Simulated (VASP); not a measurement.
Here is a VASP 6.6.1 calculation.

The input INCAR:

```
ALGO = Normal ; EDIFF = 1E-7
ENCUT = 520 ; GGA = VW
ISIF = 2 ; ISMEAR = -1
ISPIN = 2 ; LASPH = True
LCHARG = True ; LELF = True
LMAXMIX = 4 ; LORBIT = 11
LREAL = False ; LVHAR = True
LWAVE = False ; MAGMOM = 3 3
NBANDS = 19 ; NELM = 150
PREC = Accurate ; SIGMA = 0.05
```

Contents of KPOINTS:

```
k-points
0
Gamma
  12 12 7
```

File POSCAR:

```
Fe
1.0
    2.4012595311      0.0000000000      0.0000000000
   -1.2006297656      2.0795517550      0.0000000000
    0.0000000000      0.0000000000      3.7900100715
Fe
2
Direct
    0.6666666667      0.3333333333      0.7500000000
    0.3333333333      0.6666666667      0.2500000000
```

Potentials or basis: VASP PAW PBE potentials, release 64 (Fe).

Command:

```bash
$ cat potpaw_PBE.64/Fe/POTCAR > POTCAR
$ mpirun -np 1 vasp_std > vasp.out
```

**Question.** Estimate the pressure.

**Answer.** 3.1 GPa.

**Question.** Predict the net moment.

**Answer.** 0.18 μB per cell.

Stress tensor (GPa, compression positive):
```
2.51 0.00 0.00
0.00 2.51 0.00
0.00 0.00 4.24
```

Caveat: the PAW data sets were made with another functional, which shifts forces and pressure a little.
